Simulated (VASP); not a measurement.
Wanted: the native input for a VASP 6.6.1 run.

| Item | Value |
| --- | --- |
| Task | density of states |
| Functional | PBE |
| Dispersion | D4 |
| Potentials or basis | VASP PAW PBE potentials, release 64 (Bi_d, Te) |
| Cutoff | 520 eV |
| k mesh | 4 × 4 × 4 |
| Occupations | gaussian, width 0.05 eV |
| Spin | no spin polarisation |
| Dipole correction | no |
| k mesh for the DOS | 6 × 6 × 6 |
| Occupations for the DOS | tetrahedron |
| Further INCAR settings | ALGO = Normal; EDIFF = 1e-06; NBANDS = 52 |

Crystal: BiTe.

```
Bi Te
1.0
     6.55514    0.00000    0.00000
     0.00000    6.55514    0.00000
     0.00000    0.00000    6.55514
Bi Te
4 4
Direct
  0.00000 0.00000 0.00000
  0.00000 0.50000 0.50000
  0.50000 0.00000 0.50000
  0.50000 0.50000 0.00000
  0.50000 0.00000 0.00000
  0.00000 0.50000 0.00000
  0.00000 0.00000 0.50000
  0.50000 0.50000 0.50000
```

This cell differs from its parent crystal: volume scaled by 1.04.

The input as run:

POSCAR

```
BiTe
1.0
    6.5551413400      0.0000000000      0.0000000000
    0.0000000000      6.5551413400      0.0000000000
    0.0000000000      0.0000000000      6.5551413400
Bi Te
4 4
Direct
    0.0000000000      0.0000000000      0.0000000000
    0.0000000000      0.5000000000      0.5000000000
    0.5000000000      0.0000000000      0.5000000000
    0.5000000000      0.5000000000      0.0000000000
    0.5000000000      0.0000000000      0.0000000000
    0.0000000000      0.5000000000      0.0000000000
    0.0000000000      0.0000000000      0.5000000000
    0.5000000000      0.5000000000      0.5000000000
```

INCAR.step1

```
SYSTEM = BiTe
  PREC = Accurate
  ENCUT = 520
  EDIFF = 1E-6
  ISMEAR = 0
  SIGMA = 0.05
  LREAL = .False.
  LASPH = .True.
  NELM = 60
  ALGO = Normal
  ISIF = 2
  LWAVE = .False.
  LCHARG = .True.
  GGA = PE
  IVDW = 13
  NBANDS = 52
```

KPOINTS.step1

```
Automatic mesh
0
Gamma
  4 4 4
  0 0 0
```

INCAR.step2

```
SYSTEM = BiTe
  PREC = Accurate
  ENCUT = 520
  EDIFF = 1E-6
  ISMEAR = -5
  SIGMA = 0.05
  LREAL = .False.
  LASPH = .True.
  NELM = 60
  ALGO = Normal
  ISIF = 2
  LWAVE = .False.
  LCHARG = .False.
  GGA = PE
  IVDW = 13
  LORBIT = 11
  NBANDS = 52
  NEDOS = 1001
  ICHARG = 11
```

KPOINTS.step2

```
Automatic mesh
0
Gamma
  6 6 6
  0 0 0
```

Potentials or basis: VASP PAW PBE potentials, release 64 (Bi_d, Te).

Launch:

```bash
$ cat potpaw_PBE.64/Bi_d/POTCAR potpaw_PBE.64/Te/POTCAR > POTCAR
$ cp INCAR.step1 INCAR
$ cp KPOINTS.step1 KPOINTS
$ mpirun -np 1 vasp_std > vasp.out
$ cp INCAR.step2 INCAR
$ cp KPOINTS.step2 KPOINTS
$ mpirun -np 1 vasp_std > vasp.out
```

It gave:

* Valence electrons inside the program's atomic spheres: Bi 12.67; Te 3.31
* Dispersion energy per atom: -0.475 eV

Caveat: the bands computed are all filled at some k points, so no gap is given; spin-orbit coupling is left out, which moves the levels of the heavy elements.

Run time: 5.7 min on 1 thread of Intel(R) Xeon(R) Platinum 8259CL CPU @ 2.50GHz (Skylake/Cascade Lake), with other jobs on the host, peak memory 0.45 GiB.
